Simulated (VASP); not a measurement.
# TlAgS2 (P-4m2) in VASP: notebook

Aim: see how the results for TlAgS2 move with the level of theory and the settings. Levels: LDA, PBEsol, PBE. Tasks: single point.

Everything below comes from runs of VASP 6.6.1. Logs are shortened: lines on timing, memory, paths and dates and some standing lists are left out, and cuts for length are marked.

### Step 1. The cell of the first run

Symmetry: P-4m2, No. 115, tetragonal system. The conventional cell has a = 4.083 Å, b = 4.083 Å, c = 5.772 Å, α = 90.00°, β = 90.00°, γ = 90.00°. Within 3.2 Å of Ag (site symmetry -4m2) lie 4 S at 2.45 Å. Within 3.2 Å of S (site symmetry 2mm) lie 2 Ag at 2.45 Å and 2 Tl at 2.55 Å. Tl (site symmetry -4m2) has 4 S at 2.55 Å within 3.4 Å.

### Step 2. Single point, LDA

The input, INCAR:

```
SYSTEM = TlAgS2
PREC = Accurate ; ENCUT = 520
EDIFF = 1E-6 ; ISMEAR = -1
SIGMA = 0.02 ; LREAL = .False.
LASPH = .True. ; NELM = 80
ALGO = Normal ; ISIF = 2
LWAVE = .False. ; LCHARG = .True.
LELF = .True. ; LVHAR = .True.
NBANDS = 26
```

The input, KPOINTS:

```
Automatic mesh
0
Gamma
  6 6 4
  0 0 0
```

The input, POSCAR:

```
TlAgS2
1.0
    4.0826236173      0.0000000000      0.0000000000
    0.0000000000      4.0826236173      0.0000000000
    0.0000000000      0.0000000000      5.7716659709
Ag S Tl
1 2 1
Direct
    0.0000000000      0.0000000000      0.0000000000
    0.0000000000      0.5000000000      0.2355314965
    0.5000000000      0.0000000000      0.7644685035
    0.5000000000      0.5000000000      0.5000000000
```

Potentials or basis: VASP PAW LDA potentials, release 64 (Ag, S, Tl_d).

Run with:

```bash
cat potpaw_LDA.64/Ag/POTCAR potpaw_LDA.64/S/POTCAR potpaw_LDA.64/Tl_d/POTCAR > POTCAR
mpirun -np 1 vasp_std > vasp.out
```

OUTCAR:

```text
SYSTEM = TlAgS2
   PREC = Accurate
   ENCUT = 520
   EDIFF = 1E-6
   ISMEAR = -1
   LREAL = .False.
   LASPH = .True.
   NELM = 80
   ISIF = 2

 ion  position               nearest neighbor table
   1  0.000  0.000  0.000-   2 2.45   3 2.45   2 2.45   3 2.45
   2  0.000  0.500  0.236-   1 2.45   1 2.45   4 2.55   4 2.55
   3  0.500  0.000  0.764-   1 2.45   1 2.45   4 2.55   4 2.55
   4  0.500  0.500  0.500-   2 2.55   3 2.55   3 2.55   2 2.55

  LATTYP: Found a simple tetragonal cell.
 ALAT       =     4.0826236173
 C/A-ratio  =     1.4137149323

  Lattice vectors:

 A1 = (   4.0826236173,   0.0000000000,   0.0000000000)
 A2 = (   0.0000000000,   4.0826236173,   0.0000000000)
 A3 = (   0.0000000000,   0.0000000000,   5.7716659709)

Analysis of symmetry for initial positions (statically):
=====================================================================
 Subroutine PRICEL returns:
 Original cell was already a primitive cell.

 Routine SETGRP: Setting up the symmetry group for a
 simple tetragonal supercell.

 Subroutine GETGRP returns: Found  8 space group operations
 (whereof  8 operations were pure point group operations)
 out of a pool of 16 trial point group operations.

The static configuration has the point symmetry D_2d.

Analysis of symmetry for dynamics (positions and initial velocities):
=====================================================================
 Subroutine PRICEL returns:
 Original cell was already a primitive cell.

 Routine SETGRP: Setting up the symmetry group for a
 simple tetragonal supercell.

 Subroutine GETGRP returns: Found  8 space group operations
 (whereof  8 operations were pure point group operations)
 out of a pool of 16 trial point group operations.

The dynamic configuration has the point symmetry D_2d.

 Subroutine INISYM returns: Found  8 space group operations
 (whereof  8 operations are pure point group operations),
 and found     1 'primitive' translations

----------------------------------------------------------------------------------------

[... 88 lines left out ...]
   ISTART =      0    job   : 0-new  1-cont  2-samecut
   ICHARG =      2    charge: 1-file 2-atom 10-const
   ISPIN  =      1    spin polarized calculation?
   LNONCOLLINEAR =      F non collinear calculations
   LSORBIT =      F    spin-orbit coupling
   LASPH  =      T    aspherical Exc in radial PAW
   ENCUT  =  520.0 eV  38.22 Ry    6.18 a.u.   7.59  7.59 10.73*2*pi/ulx,y,z
   NELM   =     80;   NELMIN=  2; NELMDL= -5     # of ELM steps
   EDIFF  = 0.1E-05   stopping-criterion for ELM
   LREAL  =      F    real-space projection
   EDIFFG = 0.1E-04   stopping-criterion for IOM
   NSW    =      0    number of steps for IOM
   IBRION =     -1    ionic relax: 0-MD 1-quasi-New 2-CG
   NFREE  =      0    steps in history (QN), initial steepest desc. (CG)
   ISIF   =      2    stress and relaxation
   ISYM   =      2    0-nonsym 1-usesym 2-fastsym
   POTIM  = 0.5000    time-step for ionic-motion
   TEBEG  =    0.0;   TEEND  =   0.0 temperature during run
   PSTRESS=    0.0 pullay stress
   NELECT =      36.0000    total number of electrons
   NUPDOWN=      -1.0000    fix difference up-down
   EMIN   =  10.00;   EMAX   =-10.00  energy-range for DOS
   EFERMI =   0.00;   METHOD = LEGACY
   ISMEAR =    -1;   SIGMA  =   0.02  broadening in eV -4-tet -1-fermi 0-gaus
   EFERMI_NEDOS =   21; number of points for ismear=-14 and -15
   IALGO  =     38    algorithm
   IMIX   =      4    mixing-type and parameters
     AMIX     =   0.40;   BMIX     =  1.00
     AMIX_MAG =   1.60;   BMIX_MAG =  1.00
  volume/ion in A,a.u.               =      24.05       162.30
  Fermi-wavevector in a.u.,A,eV,Ry     =   1.179729  2.229365 18.936062  1.391761
  Thomas-Fermi vector in A             =   2.316035
   LORBIT       =      0    0 simple, 1 ext, 2 COOP (PROOUT), +10 PAW based schemes
   GGA     = CA    functional components
   LHFCALC =     F    Hartree Fock is set to
   AEXX    =    0.0000 exact exchange contribution
   IVDW    =     0    specifies the selected vdW correction
   LEPSILON=     F    determine dielectric tensor
   LRPA    =     F    only Hartree local field effects (RPA)
 non-spin polarized calculation
  energy-cutoff  :      520.00
  volume of cell :       96.20
 maximum number of plane-waves:      2616
   NGX = 15   NGY = 15   NGZ = 21

 number of electron      35.9999988 magnetization

 Free energy of the ion-electron system (eV)
  ---------------------------------------------------
  ext. energy  EPLUGINS =         0.00000000
  ---------------------------------------------------
  free energy    TOTEN  =       -16.61213866 eV

  energy without entropy =      -16.61132029  energy(sigma->0) =      -16.61172948

 E-fermi :   4.4783     XC(G=0):  -9.8749

 val. band max:        4.4084012612   @ k =   0.1667   0.0000   0.0000
 cond. band min:       4.4926563964   @ k =   0.0000   0.0000   0.0000
 fundamental gap:      0.0842551352
 Fermi energy:         4.4783358703

 k-point     1 :       0.0000    0.0000    0.0000
  band No.  band energies     occupation
      1      -9.2209      2.00000
      2      -8.7642      2.00000
      3      -7.1581      2.00000
      4      -7.1581      2.00000
      5      -7.0144      2.00000
      6      -6.8546      2.00000
[... 685 lines left out ...]
     25      11.5120      0.00000
     26      11.7173      0.00000

 [... further k-points ...]

------------------------ aborting loop because EDIFF is reached ----------------------------------------

  FORCE on cell =-STRESS in cart. coord.  units (eV):
  Direction    XX          YY          ZZ          XY          YZ          ZX
  --------------------------------------------------------------------------------------
  -------------------------------------------------------------------------------------
  Total        0.0194109      0.0194109      0.0074302      0.0000000      0.0000000      0.0000000
  in kB        0.3232788      0.3232788      0.1237460      0.0000000      0.0000000      0.0000000
  external PRESSURE =       0.2567679 kB  Pullay stress =       0.0000000 kB

 VOLUME and BASIS-vectors are now :
 -----------------------------------------------------------------------------
  energy-cutoff  :      520.00
  volume of cell :       96.20
      direct lattice vectors                 reciprocal lattice vectors
     4.082623617  0.000000000  0.000000000     0.244940532  0.000000000  0.000000000
     0.000000000  4.082623617  0.000000000     0.000000000  0.244940532  0.000000000
     0.000000000  0.000000000  5.771665971     0.000000000  0.000000000  0.173260200

 POSITION                                       TOTAL-FORCE (eV/Angst)
 -----------------------------------------------------------------------------------
      0.00000      0.00000      0.00000        -0.000000      0.000000      0.000000
      0.00000      2.04131      1.35941        -0.000000      0.000000      0.018402
      2.04131      0.00000      4.41226         0.000000     -0.000000     -0.018402
      2.04131      2.04131      2.88583        -0.000000      0.000000      0.000000
 -----------------------------------------------------------------------------------
    total drift:                                0.000000      0.000000      0.000000

  FREE ENERGIE OF THE ION-ELECTRON SYSTEM (eV)
  ---------------------------------------------------
  free  energy   TOTEN  =       -16.6121386635 eV

  energy  without entropy=      -16.6113202943  energy(sigma->0) =      -16.61172948
```

Wall time 29 s (1 thread of Oxide Virtual Turin-like, shared host); peak memory 0.18 GiB.

Results:

| Item | Value |
| --- | --- |
| Free energy | -16.6121 eV |
| Pressure | 0.0 GPa |
| Largest force | 0.018 eV/Å |
| Band gap on the k mesh | zero (filled and empty bands touch) |

Forces on the atoms (eV/Å):
```
Ag   0.000  0.000  0.000
S    0.000  0.000  0.018
S    0.000  0.000 -0.018
Tl   0.000  0.000  0.000
```

Levels at points of the mesh, in eV from the Fermi level:
```
           k point  band 16  band 17  band 18  band 19  band 20  band 21
(0.00, 0.00, 0.00)    -0.68    -0.09     0.01     0.01     2.50     3.57
(0.50, 0.00, 0.00)    -1.92    -1.73    -0.52     1.28     4.44     4.51
(0.50, 0.50, 0.00)    -2.46    -2.46    -1.73     1.62     2.57     2.57
(0.00, 0.00, 0.50)    -2.31    -0.73    -0.73     1.35     2.35     4.03
(0.50, 0.00, 0.50)    -1.53    -0.66    -0.48     0.02     2.89     5.34
(0.50, 0.50, 0.50)    -2.99    -2.40    -2.08     2.08     4.32     4.32
```

Caveat: spin-orbit coupling is left out, which moves the levels of the heavy elements.

### Step 3. Single point, PBEsol

This run uses another cell than the first one, of 24.90 Å³/atom.

The input, INCAR:

```
SYSTEM = TlAgS2
ALGO     = Normal         ! electronic algorithm
EDIFF    = 1E-6           ! SCF threshold, eV
ENCUT    = 520            ! plane-wave cutoff, eV
GGA      = PS             ! functional
ISIF     = 2              ! what is computed and relaxed
ISMEAR   = -1             ! smearing method
LASPH    = .TRUE.         ! aspherical terms in the spheres
LCHARG   = .FALSE.        ! write CHGCAR
LREAL    = .FALSE.        ! projectors in reciprocal space
LWAVE    = .FALSE.        ! write WAVECAR
NBANDS   = 26             ! bands
NELM     = 100            ! most SCF steps
PREC     = Accurate       ! precision mode
SIGMA    = 0.02           ! smearing width, eV
```

The input, KPOINTS:

```
k-points
0
G
  6 6 4
  0 0 0
```

The input, POSCAR:

```
TlAgS2
1.0
    4.1228143762      0.0000000000      0.0000000000
    0.0000000000      4.1228143762      0.0000000000
    0.0000000000      0.0000000000      5.8589005664
Ag S Tl
1 2 1
Direct
    0.0000000000      0.0000000000      0.0000000000
    0.0000000000      0.5000000000      0.2378962916
    0.5000000000      0.0000000000      0.7621037084
    0.5000000000      0.5000000000      0.5000000000
```

Potentials or basis: VASP PAW PBE potentials, release 64 (Ag, S, Tl_d).

Run with:

```bash
cat potpaw_PBE.64/Ag/POTCAR potpaw_PBE.64/S/POTCAR potpaw_PBE.64/Tl_d/POTCAR > POTCAR
mpirun -np 1 vasp_std > vasp.out
```

Wall time 37 s (1 thread of Oxide Virtual Turin-like, shared host); peak memory 0.22 GiB.

It converged, with:

* Free energy: -15.2490 eV
* Pressure: -0.1 GPa
* Band gap on the k mesh: zero (filled and empty bands touch)

Levels at points of the mesh, in eV from the Fermi level:
```tsv
k point	band 14	band 15	band 16	band 17	band 18	band 19	band 20	band 21	band 22	band 23
(0.00, 0.00, 0.00)	-2.79	-2.79	-0.65	-0.13	0.00	0.00	2.61	3.61	5.27	5.27
(0.50, 0.00, 0.00)	-3.25	-2.88	-1.83	-1.68	-0.48	1.25	4.51	4.57	5.32	5.75
(0.50, 0.50, 0.00)	-3.36	-3.01	-2.30	-2.30	-1.64	1.62	2.69	2.69	4.75	8.06
(0.00, 0.00, 0.50)	-2.27	-2.22	-2.22	-0.68	-0.68	1.29	2.45	4.17	4.62	6.19
(0.50, 0.00, 0.50)	-3.30	-1.77	-1.45	-0.65	-0.44	0.05	2.96	5.38	5.42	6.00
(0.50, 0.50, 0.50)	-3.01	-2.78	-2.78	-2.29	-1.97	2.02	4.38	4.38	6.16	6.51
```

Caveat: the PAW data sets were made with another functional, which shifts forces and pressure a little; spin-orbit coupling is left out, which moves the levels of the heavy elements.

### Step 4. Single point, PBE

This run uses another cell than the first one, of 25.70 Å³/atom.

The input, INCAR:

```
PREC     = Accurate       # precision mode
ENCUT    = 520            # plane-wave cutoff, eV
EDIFF    = 1E-7           # SCF threshold, eV
ISMEAR   = -1             # smearing method
SIGMA    = 0.02           # smearing width, eV
LREAL    = F              # projectors in reciprocal space
LASPH    = T              # aspherical terms in the spheres
NELM     = 100            # most SCF steps
ALGO     = Normal         # electronic algorithm
ISIF     = 2              # what is computed and relaxed
LWAVE    = F              # write WAVECAR
LCHARG   = F              # write CHGCAR
GGA      = PE             # functional
NBANDS   = 26             # bands
```

The input, KPOINTS:

```
regular mesh
0
Gamma
  6 6 4
```

The input, POSCAR:

```
TlAgS2
1.0
    4.1384415880      0.0000000000      0.0000000000
    0.0000000000      4.1384415880      0.0000000000
    0.0000000000      0.0000000000      6.0023385113
Ag S Tl
1 2 1
Direct
    0.0000000000      0.0000000000      0.0000000000
    0.0000000000      0.5000000000      0.2445828708
    0.5000000000      0.0000000000      0.7554171292
    0.5000000000      0.5000000000      0.5000000000
```

Run with:

```bash
cat potpaw_PBE.64/Ag/POTCAR potpaw_PBE.64/S/POTCAR potpaw_PBE.64/Tl_d/POTCAR > POTCAR
mpirun -np 1 vasp_std > vasp.out
```

It took 43 s on 1 thread of Oxide Virtual Turin-like, shared host; peak memory 0.22 GiB.

The run converged. Its results:

| Quantity | Value |
| --- | --- |
| Free energy | -13.7251 eV |
| Pressure | 1.5 GPa |
| Largest force | 0.163 eV/Å |
| Band gap on the k mesh | zero (filled and empty bands touch) |

Forces on the atoms (eV/Å):
```
Ag   0.000  0.000  0.000
S    0.000  0.000 -0.163
S    0.000  0.000  0.163
Tl   0.000  0.000  0.000
```

Levels at points of the mesh, in eV from the Fermi level:
| k point | band 15 | band 16 | band 17 | band 18 | band 19 | band 20 | band 21 | band 22 |
| --- | --- | --- | --- | --- | --- | --- | --- | --- |
| (0.00, 0.00, 0.00) | -2.62 | -0.54 | -0.21 | 0.00 | 0.00 | 2.83 | 3.72 | 5.44 |
| (0.50, 0.00, 0.00) | -2.64 | -1.80 | -1.62 | -0.40 | 1.30 | 4.56 | 4.85 | 5.53 |
| (0.50, 0.50, 0.00) | -2.69 | -2.06 | -2.06 | -1.59 | 1.74 | 2.91 | 2.91 | 4.71 |
| (0.00, 0.00, 0.50) | -2.07 | -2.07 | -0.63 | -0.63 | 1.26 | 2.61 | 4.45 | 4.65 |
| (0.50, 0.00, 0.50) | -1.70 | -1.31 | -0.71 | -0.37 | 0.20 | 3.06 | 5.48 | 5.58 |
| (0.50, 0.50, 0.50) | -2.48 | -2.48 | -2.19 | -1.89 | 2.07 | 4.50 | 4.50 | 5.92 |

Caveat: spin-orbit coupling is left out, which moves the levels of the heavy elements.

(Continued in part 2 of 2.)

The gap in the log of VASP goes by the Fermi energy; the results here count the filled bands.